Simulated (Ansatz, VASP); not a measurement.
Be: VASP beside Ansatz

```
Be
1.0
    -1.23618    1.23618    1.23618
     1.23618   -1.23618    1.23618
     1.23618    1.23618   -1.23618
Be
1
Direct
  0.00000 0.00000 0.00000
```

Change from the starting cell: volume scaled by 0.96, crystal datasets.

Alike in both runs: task electric field gradients; functional PBE; k mesh 23 × 23 × 23; occupations fermi-dirac, width 0.03 eV; no spin polarisation.

|  | VASP | Ansatz |
| --- | --- | --- |
| version | VASP 6.6.1 | Ansatz 0.2.0 |
| potentials or method | VASP PAW PBE potentials, release 64 (Be), cutoff 520 eV | all-electron PAW with datasets made for the crystal, scalar-relativistic |

|  | VASP | Ansatz | Ansatz less VASP |
| --- | --- | --- | --- |
| pressure (GPa) | 4.6 | 4.4 | -0.22 |

Ansatz ran all-electron here, and VASP with PAW potentials.
